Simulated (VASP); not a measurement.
Input of a VASP 6.6.1 run:

Contents of INCAR:

```
SYSTEM = PbSe
PREC = Accurate
ENCUT = 520
EDIFF = 1E-6
ISMEAR = 0
SIGMA = 0.05
LREAL = .False.
LASPH = .True.
NELM = 100
ALGO = Normal
ISIF = 2
LWAVE = .False.
LCHARG = .False.
GGA = B5
ALDAX = 1.0
AGGAX = 1.0
AGGAC = 1.0
ALDAC = 0.0
IVDW = 12
VDW_S6 = 1.0
VDW_S8 = 2.6996
VDW_A1 = 0.4298
VDW_A2 = 4.2359
NBANDS = 17
```

The input KPOINTS:

```
regular mesh
0
Gamma
  6 6 6
  0 0 0
```

File POSCAR:

```
PbSe
1.0
    0.0000000000      3.0784318861      3.0784318861
    3.0784318861      0.0000000000      3.0784318861
    3.0784318861      3.0784318861      0.0000000000
Pb Se
1 1
Direct
    0.5000000000      0.5000000000      0.5000000000
    0.0000000000      0.0000000000      0.0000000000
```

Potentials or basis: VASP PAW PBE potentials, release 64 (Pb_d, Se).

Launch:

```bash
$ cat potpaw_PBE.64/Pb_d/POTCAR potpaw_PBE.64/Se/POTCAR > POTCAR
$ mpirun -np 1 vasp_std > vasp.out
```

Estimate the dispersion energy per atom.

-0.850 eV.

Estimate the pressure.

0.2 GPa.

Caveat: the PAW data sets were made with another functional, which shifts forces and pressure a little.
